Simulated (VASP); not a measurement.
SiC, 2 atoms in the cell. It takes space group P-6m2 (No. 187, hexagonal). The conventional cell has a = 2.737 Å, b = 2.737 Å, c = 4.319 Å, α = 90.00°, β = 90.00°, γ = 120.00°. Within 3.5 Å of Si (site symmetry -6m2) lie 6 C at 2.68 Å and 6 Si at 2.74 Å. Within 3.5 Å of C (site symmetry -6m2) lie 6 Si at 2.68 Å and 6 C at 2.74 Å. 

* Program: VASP 6.6.1
* Task: single point
* Functional: PBE
* Potentials or basis: VASP PAW PBE potentials, release 64 (Si, C)
* Cutoff: 520 eV
* k mesh: 6 × 6 × 4
* Occupations: gaussian, width 0.1 eV
* Spin: no spin polarisation
* Dipole correction: no
* Further INCAR settings: ALGO = Normal; EDIFF = 1e-06; NBANDS = 11

Potentials or basis: VASP PAW PBE potentials, release 64 (Si, C).

Command:

```bash
$ cat potpaw_PBE.64/Si/POTCAR potpaw_PBE.64/C/POTCAR > POTCAR
$ mpirun -np 1 vasp_std > vasp.out
```

Hardware: 1 thread of AMD EPYC 7R43 64-Core Processor (Zen 3), on a shared host.

**Question.** Estimate the wall time of this run.

**Answer.** Run time: 7.4 s on 1 thread of AMD EPYC 7R43 64-Core Processor (Zen 3) (shared host), peak memory 0.09 GiB. Counts: scf iterations 11, k points 21.
